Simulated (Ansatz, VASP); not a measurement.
# One calculation of HfN, two programs

The input INCAR:

```
PREC     = Accurate       # precision mode
ENCUT    = 600            # plane-wave cutoff, eV
EDIFF    = 1E-6           # SCF threshold, eV
ISMEAR   = -1             # smearing method
SIGMA    = 0.15           # smearing width, eV
LREAL    = False          # projectors in reciprocal space
LASPH    = True           # aspherical terms in the spheres
NELM     = 120            # most SCF steps
ALGO     = Normal         # electronic algorithm
ISIF     = 2              # what is computed and relaxed
LWAVE    = False          # write WAVECAR
LCHARG   = True           # write CHGCAR
GGA      = PS             # functional
LELF     = True           # ELF
LVHAR    = True         
NBANDS   = 14             # bands
GGA_COMPAT= False
```

File KPOINTS:

```
Automatic mesh
0
Gamma
  12 12 12
```

File POSCAR:

```
HfN
1.0
    0.0000000000      2.4548220000      2.4548220000
    2.4548220000      0.0000000000      2.4548220000
    2.4548220000      2.4548220000      0.0000000000
Hf N
1 1
Direct
    0.0000000000      0.0000000000      0.0000000000
    0.2500000000      0.2500000000      0.2500000000
```

Input for Ansatz:

```yaml
crystal:
  lattice:
    bravais: fcc
    a: 4.909644
  space_group: 216
  atoms:
    - { symbol: Hf, position: [0.0, 0.0, 0.0] }
    - { symbol: "N", position: [0.25, 0.25, 0.25] }
  reduce_to_primitive: true
basis:
  ecutwfc: 500.0
kpoints:
  mp_grid:
    grid: [12, 12, 12]
hamiltonian:
  xc: pbesol
scf:
  occupations:
    method: fermi_dirac
    width: 0.15
output:
  forces: true
  stress: true
```

Alike in both runs: task single point; functional PBEsol; k mesh 12 × 12 × 12; occupations fermi-dirac, width 0.15 eV; no spin polarisation.

|  | VASP | Ansatz |
| --- | --- | --- |
| version | VASP 6.6.1 | Ansatz 0.2.0 |
| potentials or method | VASP PAW PBE potentials, release 64 (Hf_pv, N), cutoff 600 eV | plane waves, PAW |
| valence electrons in the cell | 15 | 31 |

```csv
,VASP,Ansatz,Ansatz less VASP
pressure (GPa),-5.9,-4.9,+0.98
```

VASP's potentials were made for PBE, not for PBEsol. The functional is the same, so the differences come from potentials, cutoffs and numerics. VASP's potentials hold 15 valence electrons a cell and Ansatz's 31, so a difference there can come from the potentials and not from the codes.

Spin-orbit coupling is off throughout.
